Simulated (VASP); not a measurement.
S:

```
S
1.0
     7.84837    0.00000    0.00000
    -3.92419    6.79689    0.00000
     0.00000    0.00000    4.37185
S
9
Direct
  0.10747 0.10747 0.50000
  0.44971 0.68979 0.73359
  0.68979 0.44971 0.26641
  0.89253 0.00000 0.16667
  0.24008 0.55029 0.06693
  0.31021 0.75992 0.40026
  0.55029 0.24008 0.93307
  0.75992 0.31021 0.59974
  0.00000 0.89253 0.83333
```

| Property | Result |
| --- | --- |
| Program | VASP 6.6.1 |
| Task | relaxation of cell and atoms |
| Functional | LDA |
| Potentials or basis | VASP PAW LDA potentials, release 64 (S) |
| Cutoff | 600 eV |
| k mesh | 6 × 6 × 6 |
| Occupations | gaussian, width 0.02 eV |
| Spin | no spin polarisation |

At the start: pressure -1.7 GPa; volume 25.91 Å³/atom.

Problem. How do energy, volume and symmetry change on relaxing?

Solution. Over 34 steps the energy falls by 31.2 meV/atom and the volume is 21.18 Å³/atom (-18.3 %); space group P3_221 (No. 154, to 0.1 Å) before and after.

The path:
```csv
step,energy change (eV),largest force (eV/Å),pressure (GPa),volume (Å³)
1,0.0000,0.0361,-1.75,233.21
2,-0.0274,0.5682,0.70,223.81
3,-0.0363,0.3634,-0.15,226.85
4,-0.0913,0.2883,-0.14,220.85
5,-0.1846,0.1485,0.24,203.46
6,-0.2434,0.1797,-0.80,199.98
7,-0.2525,0.3259,-1.28,198.23
8,-0.2774,0.1355,0.02,191.92
9,-0.2779,0.0932,-0.14,192.66
10,-0.2798,0.0369,-0.02,192.02
11,-0.2799,0.0625,0.00,191.88
12,-0.2803,0.0240,-0.09,191.77
13,-0.2803,0.0230,-0.12,191.74
14,-0.2805,0.0092,-0.03,191.31
15,-0.2805,0.0099,-0.01,191.25
16,-0.2806,0.0107,0.00,191.11
17,-0.2807,0.0156,0.05,190.71
18,-0.2808,0.0065,-0.01,190.70
19,-0.2808,0.0069,-0.01,190.70
20,-0.2808,0.0069,-0.01,190.67
21,-0.2808,0.0087,0.00,190.58
22,-0.2808,0.0250,0.01,190.41
23,-0.2808,0.0140,0.00,190.52
24,-0.2808,0.0068,0.02,190.48
25,-0.2808,0.0046,0.04,190.44
26,-0.2809,0.0043,0.03,190.46
27,-0.2809,0.0086,0.01,190.52
28,-0.2809,0.0231,-0.03,190.64
29,-0.2809,0.0122,0.00,190.55
30,-0.2809,0.0092,0.00,190.57
31,-0.2809,0.0026,-0.01,190.64
32,-0.2809,0.0018,-0.01,190.67
33,-0.2809,0.0007,-0.01,190.66
34,-0.2809,0.0027,0.01,190.65
```

Final structure:
```xyz
9
Lattice="7.1398 0.0000 0.0000 -3.5699 6.1833 0.0000 0.0000 0.0000 4.3185" Properties=species:S:1:pos:R:3 pbc="T T T"
S     0.4282    0.7416    2.1592
S     0.8261    4.2888    3.1856
S     3.3011    2.8598    1.1328
S     6.2835    0.0000    0.7197
S    -0.2688    3.3235    0.3066
S    -0.5573    4.7543    1.7461
S     3.0126    1.4290    4.0118
S     4.3960    1.8945    2.5723
S    -3.1417    5.4417    3.5987
```

Caveat: the volume moved by over 15 % at a fixed basis, so the end points are rough.
